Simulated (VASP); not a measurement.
# GeSbTe3 (R3m) in VASP: further runs, part 2 of 2

VASP 6.6.1. The steps go on from the part before.

### 3 Single point, PBE

This run uses another cell than the first one, of 30.26 Å³/atom, 0.746 times its volume.

The input, INCAR:

```
SYSTEM = GeSbTe3
  PREC = Accurate
  ENCUT = 520
  EDIFF = 1E-6
  ISMEAR = 0
  SIGMA = 0.1
  LREAL = .False.
  LASPH = .True.
  NELM = 100
  ALGO = Normal
  ISIF = 2
  LWAVE = .False.
  LCHARG = .False.
  GGA = PE
  ISYM = 0
  NBANDS = 26
```

The input, KPOINTS:

```
regular mesh
0
Gamma
  5 5 1
  0 0 0
```

The input, POSCAR:

```
GeSbTe3
1.0
    2.1034800504      1.2144447733      9.8714625907
   -2.1034800504      1.2144447733      9.8714625907
    0.0000000000     -2.4288895466      9.8714625907
Ge Sb Te
1 1 3
Direct
    0.5978230000      0.5978230000      0.5978230000
    0.3977000000      0.3977000000      0.3977000000
    0.9983600000      0.9983600000      0.9983600000
    0.7925750000      0.7925750000      0.7925750000
    0.2135430000      0.2135430000      0.2135430000
```

Potentials or basis: VASP PAW PBE potentials, release 64 (Ge_d, Sb, Te).

Started as:

```
$ cat potpaw_PBE.64/Ge_d/POTCAR potpaw_PBE.64/Sb/POTCAR potpaw_PBE.64/Te/POTCAR > POTCAR
$ mpirun -np 1 vasp_std > vasp.out
```

OUTCAR:

```text
SYSTEM = GeSbTe3
   PREC = Accurate
   ENCUT = 520
   EDIFF = 1E-6
   ISMEAR = 0
   LREAL = .False.
   LASPH = .True.
   NELM = 100
   ISIF = 2
   GGA = PE
   ISYM = 0

 ion  position               nearest neighbor table
   1  0.598  0.598  0.598-   5 2.86   5 2.86   5 2.86   3 3.14   3 3.14   3 3.14
   2  0.398  0.398  0.398-   4 3.04   4 3.04   4 3.04   3 3.12   3 3.12   3 3.12
   3  0.998  0.998  0.998-   2 3.12   2 3.12   2 3.12   1 3.14   1 3.14   1 3.14
   4  0.793  0.793  0.793-   2 3.04   2 3.04   2 3.04   5 3.55   5 3.55   5 3.55
   5  0.214  0.214  0.214-   1 2.86   1 2.86   1 2.86   4 3.55   4 3.55   4 3.55

IMPORTANT INFORMATION: All symmetrisations will be switched off!
NOSYMM: (Re-)initialisation of all symmetry stuff for point group C_1.

----------------------------------------------------------------------------------------

                                     Primitive cell

  volume of cell :     151.3035

  direct lattice vectors                    reciprocal lattice vectors
     2.103480050  1.214444773  9.871462591     0.237701327  0.137236925  0.033767370
    -2.103480050  1.214444773  9.871462591    -0.237701327  0.137236925  0.033767370
     0.000000000 -2.428889547  9.871462591     0.000000000 -0.274473851  0.033767370

  length of vectors
    10.165887965 10.165887965 10.165887965     0.276543179  0.276543179  0.276543179

  position of ions in fractional coordinates (direct lattice)
     0.597823000  0.597823000  0.597823000
     0.397700000  0.397700000  0.397700000
     0.998360000  0.998360000  0.998360000
     0.792575000  0.792575000  0.792575000
     0.213543000  0.213543000  0.213543000

  ion indices of the primitive-cell ions
   primitive index   ion index
                 1           1
                 2           2
                 3           3
                 4           4
                 5           5

----------------------------------------------------------------------------------------

 KPOINTS: regular mesh

[... 98 lines left out ...]
  volume/ion in A,a.u.               =      30.26       204.21
  Fermi-wavevector in a.u.,A,eV,Ry     =   1.023747  1.934600 14.259680  1.048057
  Thomas-Fermi vector in A             =   2.157497
   LORBIT       =      0    0 simple, 1 ext, 2 COOP (PROOUT), +10 PAW based schemes
   GGA     = PE    functional components
   LHFCALC =     F    Hartree Fock is set to
   AEXX    =    0.0000 exact exchange contribution
   IVDW    =     0    specifies the selected vdW correction
   LEPSILON=     F    determine dielectric tensor
   LRPA    =     F    only Hartree local field effects (RPA)
 non-spin polarized calculation
 Gauss-broadening in eV      SIGMA  =   0.10
  energy-cutoff  :      520.00
  volume of cell :      151.30
 maximum number of plane-waves:      4089
 NGX is ok and might be reduce to    80
   NGX = 37   NGY = 37   NGZ = 37

 number of electron      37.0000003 magnetization

 Free energy of the ion-electron system (eV)
  ---------------------------------------------------
  ext. energy  EPLUGINS =         0.00000000
  ---------------------------------------------------
  free energy    TOTEN  =       -18.47286293 eV

  energy without entropy =      -18.46133931  energy(sigma->0) =      -18.46710112

 E-fermi :   5.9892     XC(G=0):  -9.4639

 val. band max:        5.8829128665   @ k =   0.2000   0.4000  -0.0000
 cond. band min:       6.0537461796   @ k =  -0.4000   0.4000   0.0000
 fundamental gap:      0.1708333131
 Fermi energy:         5.9891503434

 k-point     1 :       0.0000    0.0000    0.0000
  band No.  band energies     occupation
      1     -18.6517      2.00000
      2     -18.6509      2.00000
      3     -18.6457      2.00000
      4     -18.6407      2.00000
      5     -18.6359      2.00000
      6      -6.8906      2.00000
[... 366 lines left out ...]
     25      10.5147      0.00000
     26      10.6438      0.00000

------------------------ aborting loop because EDIFF is reached ----------------------------------------

  FORCE on cell =-STRESS in cart. coord.  units (eV):
  Direction    XX          YY          ZZ          XY          YZ          ZX
  --------------------------------------------------------------------------------------
  -------------------------------------------------------------------------------------
  Total        1.1126156     -0.5104690     -0.8312818     -0.0000049     -0.2274114     -0.0000001
  in kB       11.7816691     -5.4054398     -8.8025786     -0.0000519     -2.4080967     -0.0000007
  external PRESSURE =      -0.8087831 kB  Pullay stress =       0.0000000 kB

 VOLUME and BASIS-vectors are now :
 -----------------------------------------------------------------------------
  energy-cutoff  :      520.00
  volume of cell :      151.30
      direct lattice vectors                 reciprocal lattice vectors
     2.103480050  1.214444773  9.871462591     0.237701327  0.137236925  0.033767370
    -2.103480050  1.214444773  9.871462591    -0.237701327  0.137236925  0.033767370
     0.000000000 -2.428889547  9.871462591     0.000000000 -0.274473851  0.033767370

 POSITION                                       TOTAL-FORCE (eV/Angst)
 -----------------------------------------------------------------------------------
      0.00000      0.00000     17.70416        -0.000002     -0.049065      0.074378
      0.00000      0.00000     11.77764        -0.000001      0.048372     -0.006082
      0.00000      0.00000     29.56582         0.000001      0.009698     -0.044505
      0.00000      0.00000     23.47162        -0.000000     -0.074335     -0.038071
      0.00000      0.00000      6.32395         0.000001      0.065331      0.014280
 -----------------------------------------------------------------------------------
    total drift:                                0.000009      0.000011      0.000129

  FREE ENERGIE OF THE ION-ELECTRON SYSTEM (eV)
  ---------------------------------------------------
  free  energy   TOTEN  =       -18.4728629345 eV

  energy  without entropy=      -18.4613393078  energy(sigma->0) =      -18.46710112
```

OSZICAR:

```text
N       E                     dE             d eps       ncg     rms          rms(c)
DAV:   1     0.273765192831E+03    0.27377E+03   -0.14911E+04   784   0.178E+03
DAV:   2     0.185074633482E+02   -0.25526E+03   -0.24629E+03   780   0.488E+02
DAV:   3    -0.168002170282E+02   -0.35308E+02   -0.34684E+02   810   0.118E+02
DAV:   4    -0.184941690301E+02   -0.16940E+01   -0.16815E+01   844   0.290E+01
DAV:   5    -0.185434022239E+02   -0.49233E-01   -0.49210E-01   884   0.551E+00    0.892E+00
DAV:   6    -0.184649943936E+02    0.78408E-01   -0.17340E-01   854   0.241E+00    0.570E+00
DAV:   7    -0.184746049753E+02   -0.96106E-02   -0.10925E-01   804   0.167E+00    0.571E-01
DAV:   8    -0.184725998080E+02    0.20052E-02   -0.10200E-02   778   0.658E-01    0.326E-01
DAV:   9    -0.184727633198E+02   -0.16351E-03   -0.19700E-03   776   0.200E-01    0.148E-01
DAV:  10    -0.184728540010E+02   -0.90681E-04   -0.16055E-04   810   0.662E-02    0.465E-02
DAV:  11    -0.184728619447E+02   -0.79437E-05   -0.19754E-05   758   0.242E-02    0.158E-02
DAV:  12    -0.184728629345E+02   -0.98980E-06   -0.24739E-06   720   0.804E-03
   1 F= -.18472863E+02 E0= -.18467101E+02  d E =-.115236E-01
```

Run time: 2.8 min. Hardware: 1 thread of Intel Xeon 6975P-C (Granite Rapids), shared host; peak memory 0.92 GiB.

Results:

- Free energy: -18.4729 eV
- Pressure: -0.1 GPa
- Largest force: 0.089 eV/Å

Forces in eV/Å, atoms in the order of the input:
```
Ge   0.000 -0.049  0.074
Sb   0.000  0.048 -0.006
Te   0.000  0.010 -0.045
Te   0.000 -0.074 -0.038
Te   0.000  0.065  0.014
```

Caveat: the k points lie up to 1.74 Å⁻¹ apart; spin-orbit coupling is left out, which moves the levels of the heavy elements.

### 4 Single point, PBE

This run uses another cell than the first one, of 30.26 Å³/atom, 0.746 times its volume.

The input, INCAR:

```
SYSTEM = GeSbTe3
PREC     = Accurate       ! precision mode
ENCUT    = 520            ! plane-wave cutoff, eV
EDIFF    = 1E-7           ! SCF threshold, eV
ISMEAR   = 0              ! smearing method
SIGMA    = 0.1            ! smearing width, eV
LREAL    = .FALSE.        ! projectors in reciprocal space
LASPH    = .TRUE.         ! aspherical terms in the spheres
NELM     = 80             ! most SCF steps
ALGO     = Normal         ! electronic algorithm
ISIF     = 2              ! what is computed and relaxed
LWAVE    = .FALSE.        ! write WAVECAR
LCHARG   = .FALSE.        ! write CHGCAR
GGA      = PE             ! functional
NBANDS   = 26             ! bands
```

The input, KPOINTS:

```
regular mesh
0
G
  6 6 6
  0 0 0
```

POSCAR is that of step 3.

Started as:

```
$ cat potpaw_PBE.64/Ge_d/POTCAR potpaw_PBE.64/Sb/POTCAR potpaw_PBE.64/Te/POTCAR > POTCAR
$ mpirun -np 1 vasp_std > vasp.out
```

It took 6.9 min on 1 thread of Intel Xeon 6975P-C (Granite Rapids), shared host; peak memory 0.98 GiB.

It converged, with:

- Free energy: -18.4260 eV
- Pressure: 0.0 GPa
- Largest force: 0.082 eV/Å

Forces on the atoms (eV/Å):
```
Ge   0.000  0.000  0.066
Sb   0.000  0.000  0.001
Te   0.000  0.000 -0.082
Te   0.000  0.000 -0.054
Te   0.000  0.000  0.070
```

Stress tensor (GPa, compression positive):
```
0.01 0.00 0.00
0.00 0.01 0.00
0.00 0.00 0.10
```

Levels at points of the mesh, in eV from the Fermi level:
| k point | band 15 | band 16 | band 17 | band 18 | band 19 | band 20 | band 21 | band 22 |
| --- | --- | --- | --- | --- | --- | --- | --- | --- |
| (0.00, 0.00, 0.00) | -1.19 | -1.19 | -0.52 | -0.52 | 0.73 | 1.15 | 1.15 | 1.27 |
| (0.50, 0.00, 0.00) | -2.69 | -2.60 | -2.17 | -0.62 | 0.19 | 1.21 | 1.56 | 3.19 |
| (0.50, 0.50, 0.00) | -2.02 | -1.53 | -1.27 | -1.23 | -0.44 | 1.31 | 1.99 | 2.48 |
| (0.50, 0.50, 0.50) | -1.03 | -0.74 | -0.74 | -0.51 | 0.38 | 1.55 | 1.55 | 1.58 |

Caveat: spin-orbit coupling is left out, which moves the levels of the heavy elements.

### 5 Single point, PBE

This run uses another cell than the first one, of 31.77 Å³/atom, 0.784 times its volume.

The input, INCAR:

```
PREC = Accurate ; ENCUT = 500
EDIFF = 1E-6 ; ISMEAR = 0
SIGMA = 0.1 ; LREAL = False
LASPH = True ; NELM = 120
ALGO = Normal ; ISIF = 2
LWAVE = False ; LCHARG = False
GGA = PE ; NBANDS = 26
GGA_COMPAT = False
```

The input, KPOINTS:

```
regular mesh
0
Gamma
  3 3 3
```

Changes to POSCAR since step 4:

```diff
@@ -2,5 +2,5 @@
 1.0
-    2.1034800504      1.2144447733      9.8714625907
-   -2.1034800504      1.2144447733      9.8714625907
-    0.0000000000     -2.4288895466      9.8714625907
+    2.1379694598      1.2343572432     10.0333186136
+   -2.1379694598      1.2343572432     10.0333186136
+    0.0000000000     -2.4687144863     10.0333186136
 Ge Sb Te
```

Started as:

```
$ cat potpaw_PBE.64/Ge_d/POTCAR potpaw_PBE.64/Sb/POTCAR potpaw_PBE.64/Te/POTCAR > POTCAR
$ mpirun -np 1 vasp_std > vasp.out
```

Run time: 3.9 min. Hardware: 1 thread of AMD EPYC 7R43 (Zen 3), shared host; peak memory 0.86 GiB.

The run converged. Its results:

```yaml
Free_energy: -18.3457 eV
Pressure: -2.1 GPa
Largest_force: 0.525 eV/Å
```

Forces on the atoms (eV/Å):
```
Ge   0.000  0.000 -0.332
Sb   0.000  0.000  0.148
Te   0.000  0.000  0.258
Te   0.000  0.000 -0.525
Te   0.000  0.000  0.451
```

Stress tensor (GPa, compression positive):
```
-1.39  0.00  0.00
 0.00 -1.39  0.00
 0.00  0.00 -3.64
```

Levels at points of the mesh, in eV from the Fermi level:
```csv
k point,band 16,band 17,band 18,band 19,band 20,band 21
"(0.00, 0.00, 0.00)",-1.10,-0.47,-0.47,0.62,1.13,1.13
```

Caveat: the k points lie up to 0.57 Å⁻¹ apart; spin-orbit coupling is left out, which moves the levels of the heavy elements.

### 6 Summary

| level | cell | k mesh | cutoff (eV) | gap on the mesh (eV) | pressure (GPa) | largest force (eV/Å) |
| --- | --- | --- | --- | --- | --- | --- |
| r2SCAN | a = 11.208 Å, angles 23.9°, 5 atoms | 2 × 2 × 2 | 520 | none | -7.1 | 1.62 |
| PBE | a = 10.166 Å, angles 23.9°, 5 atoms | 5 × 5 × 1 | 520 | none | -0.1 | 0.09 |
| PBE | a = 10.166 Å, angles 23.9°, 5 atoms | 6 × 6 × 6 | 520 | none | 0.0 | 0.08 |
| PBE | a = 10.333 Å, angles 23.9°, 5 atoms | 3 × 3 × 3 | 500 | none | -2.1 | 0.53 |

Alike in all rows: task single point; potentials or basis VASP PAW PBE potentials, release 64 (Ge_d, Sb, Te); no spin polarisation; smearing gaussian 0.1 eV.

Caveats: some runs use coarse meshes; spin-orbit coupling is left out, which moves the levels of the heavy elements; the PAW data sets were made with another functional, which shifts forces and pressure a little (some runs).

Total energies depend on the potentials used, so only differences within one code and one set of settings carry meaning.
